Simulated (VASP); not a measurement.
## Mg: single point with PBEsol

Crystal: Mg.

```xyz
1
Lattice="-1.6361 1.6361 1.9206 1.6361 -1.6361 1.9206 1.6361 1.6361 -1.9206" Properties=species:S:1:pos:R:3 pbc="T T T"
Mg    0.0000    0.0000    0.0000
```

This cell differs from its parent crystal: strain -0.080 along x and y, +0.080 along z.

```json
{
  "Program": "VASP 6.6.1",
  "Task": "single point",
  "Functional": "PBEsol",
  "Potentials or basis": "VASP PAW PBE potentials, release 64 (Mg)",
  "Cutoff": "520 eV",
  "k mesh": "24 × 24 × 24",
  "Occupations": "gaussian, width 0.15 eV",
  "Spin": "no spin polarisation",
  "Dipole correction": "no",
  "Further INCAR settings": "ALGO = Fast; EDIFF = 1e-06; NBANDS = 7"
}
```

```
Pressure               : 4.1 GPa
Band gap on the k mesh : zero (bands 1 and 2 overlap by 3.37 eV)
```

Stress tensor (GPa, compression positive):
```
3.87 0.00 0.00
0.00 3.87 0.00
0.00 0.00 4.53
```

Levels at points of the mesh, in eV from the Fermi level:
```
           k point  band 1  band 2  band 3  band 4  band 5
(0.00, 0.00, 0.00)   -7.44   12.99   12.99   14.26   15.74
(0.50, 0.00, 0.00)   -1.85   -1.20   10.15   11.37   12.13
(0.50, 0.50, 0.00)   -1.08   -0.11    7.37    8.59    9.07
(0.50, 0.50, 0.50)    1.80    2.71    4.96    5.62    5.62
```

Wall time 88 s on 1 thread of Intel Xeon 8259CL, on a shared host, peak memory 0.28 GiB.

Caveat: the cell differs from its parent crystal (strain -0.080 along x and y, +0.080 along z); the cell stands under pressure; the PAW data sets were made with another functional, which shifts forces and pressure a little.
